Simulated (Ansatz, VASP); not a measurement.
## One calculation of MgO, two programs

```xyz
8
Lattice="3.2553 0.0000 0.0000 -1.6277 2.8192 0.0000 0.0000 0.0000 10.4150" Properties=species:S:1:pos:R:3 pbc="T T T"
Mg    0.0000    1.8795   10.0983
Mg    0.0000    0.0000    2.3012
Mg    0.0000    0.0000    7.5086
Mg    1.6277    0.9397    4.8908
O     0.0000    1.8795    8.1228
O    -0.5200    0.0000    5.1251
O     0.0000    0.0000    0.3076
O     1.6277    0.9397    2.9153
```

Alike in both runs: task single point; functional PBEsol; k mesh 9 × 9 × 4; occupations gaussian, width 0.05 eV; no spin polarisation.

```csv
,VASP,Ansatz
version,VASP 6.6.1,Ansatz 0.2.0
potentials or method,"VASP PAW PBE potentials, release 64 (Mg, O), cutoff 520 eV","scalar-relativistic, plane waves, PAW"
valence electrons in the cell,32,64
```

|  | VASP | Ansatz | Ansatz less VASP |
| --- | --- | --- | --- |
| gap on the k mesh at the Fermi level (eV) | 2.00 | 2.03 | +0.029 |
| least direct gap on the mesh (eV) | 2.00 | 2.03 | +0.029 |
| pressure (GPa) | 12.6 | 11.9 | -0.72 |
| traceless stress, the component that is largest in VASP (GPa) | -21.07 | -19.68 | +1.398 |
| rms of the force components (eV/Å) | 5.311 | 4.982 | -0.3298 |

VASP's potentials were made for PBE, not for PBEsol, and Ansatz warns of the same on its side. Atom by atom the forces differ by 0.333 eV/Å (rms over components). VASP's potentials hold 32 valence electrons a cell and Ansatz's 64, so a difference there can come from the potentials and not from the codes.
